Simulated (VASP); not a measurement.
CaCuH2:

```
Ca Cu H
1.0
     3.51006    0.00000    0.00000
     0.00000    3.51006    0.00000
     0.00000    0.00000    5.03031
Ca Cu H
1 1 2
Direct
  0.00000 0.00000 0.00000
  0.50000 0.50000 0.50000
  0.00000 0.50000 0.24329
  0.50000 0.00000 0.75671
```

```yaml
Program: VASP 6.6.1
Task: relaxation of cell and atoms
Functional: PBE
Potentials_or_basis: VASP PAW PBE potentials, release 64 (Ca_sv, Cu, H)
Cutoff: 600 eV
k_mesh: 6 × 6 × 4
Occupations: gaussian, width 0.1 eV
Spin: no spin polarisation
```

At the start: pressure -4.1 GPa; volume 15.49 Å³/atom.

Q: How do energy, volume and symmetry change on relaxing?

A: Over 22 steps the energy falls by 412.5 meV/atom and the volume is 11.50 Å³/atom (-25.8 %); space group P-4m2 (No. 115, to 0.05 Å).

The path:
```tsv
step	energy change (eV)	largest force (eV/Å)	pressure (GPa)	volume (Å³)
1	0.0000	1.0742	-4.12	61.98
2	-0.2537	1.2454	-3.36	58.45
3	-0.7858	1.3050	2.59	48.43
4	0.7767	1.3105	60.02	30.89
5	-0.5517	1.6718	8.28	45.10
6	-0.7330	1.4455	7.80	44.95
7	-1.1185	0.8683	6.61	44.41
8	-1.5137	0.3623	5.41	42.97
9	-0.7314	0.8417	11.37	38.51
10	-1.5036	0.4116	5.99	42.23
11	-1.4781	0.0503	6.78	40.55
12	-1.5445	0.1919	6.26	41.38
13	-1.6142	0.1820	0.20	44.76
14	-1.6148	0.1807	-0.20	45.09
15	-1.6240	0.1539	-0.01	45.08
16	-1.6320	0.1157	0.33	45.06
17	-1.6422	0.0817	1.33	44.97
18	-1.5836	0.0128	3.40	44.61
19	-1.6438	0.0644	1.57	44.94
20	-1.6491	0.0409	0.06	46.03
21	-1.6491	0.0423	0.15	45.96
22	-1.6502	0.0392	-0.02	46.01
```

Final structure:
```cif
data_structure
_symmetry_space_group_name_H-M 'P 1'
_symmetry_Int_Tables_number 1
_cell_length_a 3.6272
_cell_length_b 3.6272
_cell_length_c 3.4973
_cell_angle_alpha 90.000
_cell_angle_beta 90.000
_cell_angle_gamma 90.000
_cell_volume 46.01
loop_
_atom_site_label
_atom_site_type_symbol
_atom_site_fract_x
_atom_site_fract_y
_atom_site_fract_z
_atom_site_occupancy
Ca1 Ca 0.00000 0.00000 0.00000 1
Cu1 Cu 0.50000 0.50000 0.50000 1
H1 H 0.00000 0.50000 0.48977 1
H2 H 0.50000 0.00000 0.51023 1
```

Caveat: the volume moved by over 15 % at a fixed basis, so the end points are rough.
